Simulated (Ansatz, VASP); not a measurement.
WS2: VASP beside Ansatz

```
CELL_PARAMETERS angstrom
3.15481 0.00000 0.00000
-1.57740 2.73214 0.00000
0.00000 0.00000 13.22143
ATOMIC_POSITIONS crystal
W 0.66667 0.33333 0.25000
W 0.33333 0.66667 0.75000
S 0.66667 0.33333 0.63308
S 0.33333 0.66667 0.36692
S 0.66667 0.33333 0.86692
S 0.33333 0.66667 0.13308
```

Alike in both runs: task relaxation of cell and atoms; functional PBEsol; dispersion D3(BJ); k mesh 12 × 12 × 2; occupations gaussian, width 0.02 eV; no spin polarisation.

```csv
,VASP,Ansatz
version,VASP 6.6.1,Ansatz 0.2.0
potentials or method,"VASP PAW PBE potentials, release 64 (W_sv, S), cutoff 600 eV","scalar-relativistic, plane waves, PAW"
valence electrons in the cell,52,52
```

|  | VASP | Ansatz | Ansatz less VASP |
| --- | --- | --- | --- |
| gap on the k mesh at the Fermi level, each at its own relaxed structure (eV) | 0.69 | 0.66 | -0.027 |
| relaxed volume (Å³/atom) | 16.52 | 16.49 | -0.026 |
| relaxed cell length with the largest relative difference (Å) | 11.787 | 11.776 | -0.0112 |

VASP's potentials were made for PBE, not for PBEsol.

Spin-orbit coupling is off throughout.
